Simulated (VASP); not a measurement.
# MgS (Niningerite) (P1) in VASP: notebook, part 2 of 2

VASP 6.6.1. The steps go on from the part before.

## Step 3: Single point, PBEsol

Input file INCAR:

```
PREC     = Accurate       # precision mode
ENCUT    = 600            # plane-wave cutoff, eV
EDIFF    = 1E-6           # SCF threshold, eV
ISMEAR   = 0              # smearing method
SIGMA    = 0.02           # smearing width, eV
LREAL    = F              # projectors in reciprocal space
LASPH    = T              # aspherical terms in the spheres
NELM     = 120            # most SCF steps
ALGO     = Normal         # electronic algorithm
ISIF     = 2              # what is computed and relaxed
LWAVE    = F              # write WAVECAR
LCHARG   = F              # write CHGCAR
GGA      = PS             # functional
NBANDS   = 11             # bands
GGA_COMPAT= F
```

Input file KPOINTS:

```
regular mesh
0
Gamma
  4 4 4
```

Input file POSCAR:

```
MgS
1.0
    0.0000000000      2.6016500000      2.6016500000
    2.6016500000      0.0000000000      2.6016500000
    2.6016500000      2.6016500000      0.0000000000
Mg S
1 1
Direct
    0.0077990322     -0.0036181779     -0.0023590152
    0.4940874765      0.5027429767      0.5017883930
```

Potentials or basis: VASP PAW PBE potentials, release 64 (Mg, S).

Run with:

```sh
cat potpaw_PBE.64/Mg/POTCAR potpaw_PBE.64/S/POTCAR > POTCAR
mpirun -np 1 vasp_std > vasp.out
```

OUTCAR:

```text
PREC = Accurate
   ENCUT = 600
   EDIFF = 1E-6
   ISMEAR = 0
   LREAL = F
   LASPH = T
   NELM = 120
   ISIF = 2
   GGA = PS

 ion  position               nearest neighbor table
   1  0.008  0.996  0.998-   2 2.57   2 2.58   2 2.58   2 2.62   2 2.63   2 2.63
   2  0.494  0.503  0.502-   1 2.57   1 2.58   1 2.58   1 2.62   1 2.63   1 2.63

  LATTYP: Found a face centered cubic cell.
 ALAT       =     5.2033000000

  Lattice vectors:

 A1 = (   0.0000000000,   2.6016500000,   2.6016500000)
 A2 = (   2.6016500000,   0.0000000000,   2.6016500000)
 A3 = (   2.6016500000,   2.6016500000,   0.0000000000)

Analysis of symmetry for initial positions (statically):
=====================================================================
 Subroutine PRICEL returns:
 Original cell was already a primitive cell.

 Routine SETGRP: Setting up the symmetry group for a
 face centered cubic supercell.

 Subroutine GETGRP returns: Found  1 space group operations
 (whereof  1 operations were pure point group operations)
 out of a pool of 48 trial point group operations.

The static configuration has the point symmetry C_1 .

Analysis of symmetry for dynamics (positions and initial velocities):
=====================================================================
 Subroutine PRICEL returns:
 Original cell was already a primitive cell.

 Routine SETGRP: Setting up the symmetry group for a
 face centered cubic supercell.

 Subroutine GETGRP returns: Found  1 space group operations
 (whereof  1 operations were pure point group operations)
 out of a pool of 48 trial point group operations.

The dynamic configuration has the point symmetry C_1 .

 Subroutine INISYM returns: Found  1 space group operations
 (whereof  1 operations are pure point group operations),
 and found     1 'primitive' translations

----------------------------------------------------------------------------------------

                                     Primitive cell
[... 118 lines left out ...]
   AEXX    =    0.0000 exact exchange contribution
   IVDW    =     0    specifies the selected vdW correction
   LEPSILON=     F    determine dielectric tensor
   LRPA    =     F    only Hartree local field effects (RPA)
 non-spin polarized calculation
 Gauss-broadening in eV      SIGMA  =   0.02
  energy-cutoff  :      600.00
  volume of cell :       35.22
 maximum number of plane-waves:      1211
 NGX is ok and might be reduce to    30
   NGX = 15   NGY = 15   NGZ = 15

 number of electron       8.0000000 magnetization

 Free energy of the ion-electron system (eV)
  ---------------------------------------------------
  ext. energy  EPLUGINS =         0.00000000
  ---------------------------------------------------
  free energy    TOTEN  =        -9.02004093 eV

  energy without entropy =       -9.02004093  energy(sigma->0) =       -9.02004093

 E-fermi :   3.8448     XC(G=0):  -9.8290

 val. band max:        3.7062009484   @ k =   0.0000   0.0000   0.0000
 cond. band min:       6.3824977193   @ k =   0.5000   0.5000   0.0000
 fundamental gap:      2.6762967710
 Fermi energy:         3.8447606177

 k-point     1 :       0.0000    0.0000    0.0000
  band No.  band energies     occupation
      1      -8.9801      2.00000
      2       3.7030      2.00000
      3       3.7038      2.00000
      4       3.7062      2.00000
      5       7.2837      0.00000
      6      11.5371      0.00000
      7      11.5372      0.00000
      8      11.5397      0.00000
      9      14.0005      0.00000
     10      14.0014      0.00000
     11      15.9744      0.00000
[... 309 lines left out ...]
 k-point    24 :       0.5000    0.0000    0.2500
  band No.  band energies     occupation
      1      -7.4814      2.00000
      2      -0.4062      2.00000
      3       1.4487      2.00000
      4       2.4762      2.00000
      5       7.9967      0.00000
      6      10.3376      0.00000
      7      12.3876      0.00000
      8      12.5973      0.00000
      9      16.2362      0.00000
     10      18.2573      0.00000
     11      19.1279      0.00000

 [... further k-points ...]

------------------------ aborting loop because EDIFF is reached ----------------------------------------

  FORCE on cell =-STRESS in cart. coord.  units (eV):
  Direction    XX          YY          ZZ          XY          YZ          ZX
  --------------------------------------------------------------------------------------
  -------------------------------------------------------------------------------------
  Total       -0.1425776     -0.1460347     -0.1528488      0.0019737     -0.0013761      0.0015145
  in kB       -6.4861232     -6.6433939     -6.9533796      0.0897890     -0.0626012      0.0688969
  external PRESSURE =      -6.6942989 kB  Pullay stress =       0.0000000 kB

 VOLUME and BASIS-vectors are now :
 -----------------------------------------------------------------------------
  energy-cutoff  :      600.00
  volume of cell :       35.22
      direct lattice vectors                 reciprocal lattice vectors
     0.000000000  2.601650000  2.601650000    -0.192185728  0.192185728  0.192185728
     2.601650000  0.000000000  2.601650000     0.192185728 -0.192185728  0.192185728
     2.601650000  2.601650000  0.000000000     0.192185728  0.192185728 -0.192185728

 POSITION                                       TOTAL-FORCE (eV/Angst)
 -----------------------------------------------------------------------------------
      5.18775      2.61580      2.61253         0.074973     -0.068153     -0.052255
      2.61344      2.59092      2.59340        -0.074973      0.068153      0.052255
 -----------------------------------------------------------------------------------
    total drift:                                0.000066     -0.000068     -0.000053

  FREE ENERGIE OF THE ION-ELECTRON SYSTEM (eV)
  ---------------------------------------------------
  free  energy   TOTEN  =        -9.0200409316 eV

  energy  without entropy=       -9.0200409316  energy(sigma->0) =       -9.02004093
```

It took 9.9 s on 1 thread of AMD EPYC 9R45 (Zen 5), shared host; peak memory 0.14 GiB.

What came out:

```
Free energy            : -9.0200 eV
Pressure               : -0.7 GPa
Largest force          : 0.114 eV/Å
Band gap on the k mesh : 2.68 eV, indirect (least direct gap 3.58 eV)
```

Forces in eV/Å, atoms in the order of the input:
```
Mg   0.075 -0.068 -0.052
S   -0.075  0.068  0.052
```

Caveat: the k points lie up to 0.52 Å⁻¹ apart; the PAW data sets were made with another functional, which shifts forces and pressure a little. A k mesh can miss the band edges.

## Step 4: Single point, PBEsol

Input file INCAR:

```
PREC = Accurate
ENCUT = 600
EDIFF = 1E-6
ISMEAR = 0
SIGMA = 0.02
LREAL = False
LASPH = True
NELM = 120
ALGO = Normal
ISIF = 2
LWAVE = False
LCHARG = False
GGA = PS
NBANDS = 11
GGA_COMPAT = False
```

KPOINTS is that of step 3.

Input file POSCAR:

```
MgS
1.0
    0.0000000000      2.6016500000      2.6016500000
    2.6016500000      0.0000000000      2.6016500000
    2.6016500000      2.6016500000      0.0000000000
Mg S
1 1
Direct
    0.0087620356     -0.0040649315     -0.0026503012
    0.4933574140      0.5030816652      0.5020092198
```

Run with:

```sh
cat potpaw_PBE.64/Mg/POTCAR potpaw_PBE.64/S/POTCAR > POTCAR
mpirun -np 1 vasp_std > vasp.out
```

It took 10 s on 1 thread of AMD EPYC 9R45 (Zen 5), shared host; peak memory 0.14 GiB.

Results (log left out):

```
Free energy            : -9.0194 eV
Pressure               : -0.7 GPa
Largest force          : 0.128 eV/Å
Band gap on the k mesh : 2.68 eV, indirect (least direct gap 3.58 eV)
```

Forces in eV/Å, atoms in the order of the input:
```
Mg   0.084 -0.077 -0.059
S   -0.084  0.077  0.059
```

Levels at points of the mesh, in eV from the valence-band top:
| k point | band 1 | band 2 | band 3 | band 4 | band 5 | band 6 | band 7 | band 8 | band 9 |
| --- | --- | --- | --- | --- | --- | --- | --- | --- | --- |
| (0.00, 0.00, 0.00) | -12.69 | 0.00 | 0.00 | 0.00 | 3.58 | 7.83 | 7.83 | 7.83 | 10.29 |
| (0.50, 0.00, 0.00) | -11.36 | -4.91 | -0.60 | -0.60 | 4.38 | 6.80 | 6.80 | 10.04 | 11.96 |
| (0.00, 0.50, 0.00) | -11.36 | -4.91 | -0.60 | -0.60 | 4.38 | 6.80 | 6.80 | 10.04 | 11.96 |
| (0.00, 0.00, 0.50) | -11.36 | -4.91 | -0.60 | -0.60 | 4.38 | 6.80 | 6.80 | 10.04 | 11.96 |
| (0.50, 0.50, 0.50) | -11.36 | -4.91 | -0.60 | -0.60 | 4.38 | 6.80 | 6.80 | 10.04 | 11.96 |
| (0.50, 0.50, 0.00) | -10.98 | -4.27 | -1.72 | -1.71 | 2.68 | 4.22 | 11.86 | 12.80 | 13.25 |
| (0.00, 0.50, 0.50) | -10.98 | -4.27 | -1.72 | -1.71 | 2.68 | 4.22 | 11.86 | 12.80 | 13.25 |
| (0.50, 0.00, 0.50) | -10.98 | -4.27 | -1.72 | -1.71 | 2.68 | 4.22 | 11.86 | 12.80 | 13.25 |

Caveat: the k points lie up to 0.52 Å⁻¹ apart; the PAW data sets were made with another functional, which shifts forces and pressure a little. A k mesh can miss the band edges.

## Step 5: Single point, PBEsol

Input file INCAR:

```
SYSTEM = MgS
PREC = Accurate
ENCUT = 600
EDIFF = 1E-6
ISMEAR = 0
SIGMA = 0.02
LREAL = .False.
LASPH = .True.
NELM = 120
ALGO = Normal
ISIF = 2
LWAVE = .False.
LCHARG = .False.
GGA = PS
NBANDS = 11
GGA_COMPAT = .False.
```

Input file KPOINTS:

```
regular mesh
0
Gamma
  4 4 4
  0 0 0
```

Input file POSCAR:

```
MgS
1.0
    0.0000000000      2.6016500000      2.6016500000
    2.6016500000      0.0000000000      2.6016500000
    2.6016500000      2.6016500000      0.0000000000
Mg S
1 1
Direct
    0.0097208591     -0.0045097399     -0.0029403234
    0.4926305202      0.5034188790      0.5022290886
```

Run with:

```sh
cat potpaw_PBE.64/Mg/POTCAR potpaw_PBE.64/S/POTCAR > POTCAR
mpirun -np 1 vasp_std > vasp.out
```

It took 10 s on 1 thread of AMD EPYC 9R45 (Zen 5), shared host; peak memory 0.14 GiB.

Results (log left out):

```yaml
Free_energy: -9.0187 eV
Pressure: -0.6 GPa
Largest_force: 0.142 eV/Å
Band_gap_on_the_k_mesh: 2.68 eV, indirect (least direct gap 3.58 eV)
```

Forces on the atoms (eV/Å):
```
Mg   0.094 -0.085 -0.065
S   -0.094  0.085  0.065
```

Levels at points of the mesh, in eV from the valence-band top:
```csv
k point,band 2,band 3,band 4,band 5,band 6,band 7
"(0.00, 0.00, 0.00)",-0.01,0.00,0.00,3.58,7.83,7.83
"(0.50, 0.00, 0.00)",-4.91,-0.60,-0.60,4.38,6.80,6.80
"(0.00, 0.50, 0.00)",-4.91,-0.61,-0.60,4.38,6.80,6.80
"(0.00, 0.00, 0.50)",-4.91,-0.60,-0.60,4.38,6.80,6.80
"(0.50, 0.50, 0.50)",-4.91,-0.60,-0.60,4.38,6.80,6.80
"(0.50, 0.50, 0.00)",-4.27,-1.72,-1.71,2.68,4.22,11.86
"(0.00, 0.50, 0.50)",-4.27,-1.72,-1.71,2.68,4.22,11.86
"(0.50, 0.00, 0.50)",-4.27,-1.72,-1.71,2.68,4.22,11.86
```

Caveat: the k points lie up to 0.52 Å⁻¹ apart; the PAW data sets were made with another functional, which shifts forces and pressure a little. A k mesh can miss the band edges.
